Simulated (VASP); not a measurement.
Li:

```
Li
1.0
    -1.26481    1.26481    1.26481
     1.26481   -1.26481    1.26481
     1.26481    1.26481   -1.26481
Li
1
Direct
  0.00000 0.00000 0.00000
```

Base run:

| Property | Result |
| --- | --- |
| Program | VASP 6.6.1 |
| Functional | PBE |
| Potentials or basis | VASP PAW PBE potentials, release 64 (Li_sv) |
| Cutoff | 750 eV |
| k mesh | 17 × 17 × 17 |
| Occupations | fermi-dirac, width 0.1 eV |
| Spin | no spin polarisation |

Its results: band gap on the k mesh zero (an odd number of electrons rules out a gap without spin polarisation); pressure 58.8 GPa.

**Question.** The run is repeated on the same cell with these changes: dispersion from none to D3(BJ). What comes out?

**Answer.** Band gap on the k mesh zero (an odd number of electrons rules out a gap without spin polarisation); pressure 50.0 GPa.

Dispersion adds attraction, which lowers the pressure at fixed volume and, as a term added to the energy, leaves the levels alone.

Caveats: the cell stands under pressure; three body term missing (at least some runs).
